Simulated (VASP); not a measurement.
Write the native input for VASP 6.6.1 that does the following.

```
Task                   : electric field gradients
Functional             : PBEsol
Potentials or basis    : VASP PAW PBE potentials, release 64 (Ta_sv_GW, N)
Cutoff                 : 520 eV
k mesh                 : 12 × 12 × 10
Occupations            : fermi-dirac, width 0.02 eV
Spin                   : no spin polarisation
Dipole correction      : no
Further INCAR settings : ALGO = Normal; EDIFF = 1e-08; NBANDS = 16
```

The structure of TaN lies in POSCAR:

```
TaN
1.0
    2.9574563715      0.0000000000      0.0000000000
   -1.4787281858      2.5612323484      0.0000000000
    0.0000000000      0.0000000000      2.9020932717
Ta N
1 1
Direct
    0.3333333333      0.6666666667      0.5000000000
    0.0000000000      0.0000000000      0.0000000000
```

The input as run:

INCAR

```
SYSTEM = TaN
PREC = Accurate ; ENCUT = 520
EDIFF = 1E-8 ; ISMEAR = -1
SIGMA = 0.02 ; LREAL = .False.
LASPH = .True. ; NELM = 120
ALGO = Normal ; ISIF = 2
LWAVE = .False. ; LCHARG = .False.
GGA = PS ; LEFG = .True.
NBANDS = 16 ; GGA_COMPAT = .False.
```

KPOINTS

```
Automatic mesh
0
Gamma
  12 12 10
  0 0 0
```

Potentials or basis: VASP PAW PBE potentials, release 64 (Ta_sv_GW, N).

The run is started by

```sh
$ cat potpaw_PBE.64/Ta_sv_GW/POTCAR potpaw_PBE.64/N/POTCAR > POTCAR
$ mpirun -np 1 vasp_std > vasp.out
```

Results of the run:

The pressure is -11.6 GPa, the band gap on the k mesh is zero (bands 9 and 10 overlap by 0.49 eV) and the largest electric field gradient by atom is Ta +36.8; N +0.6 V/Å².

Caveat: the cell stands under tension; without QUAD_EFG the Cq values of the log hold for a quadrupole moment of 1 mb, not for the nuclei; the PAW data sets were made with another functional, which shifts forces and pressure a little; spin-orbit coupling is left out, which moves the levels of the heavy elements.

It took 14 s on 1 thread of Intel(R) Xeon(R) 6975P-C (Granite Rapids), with other jobs on the host, peak memory 0.17 GiB.
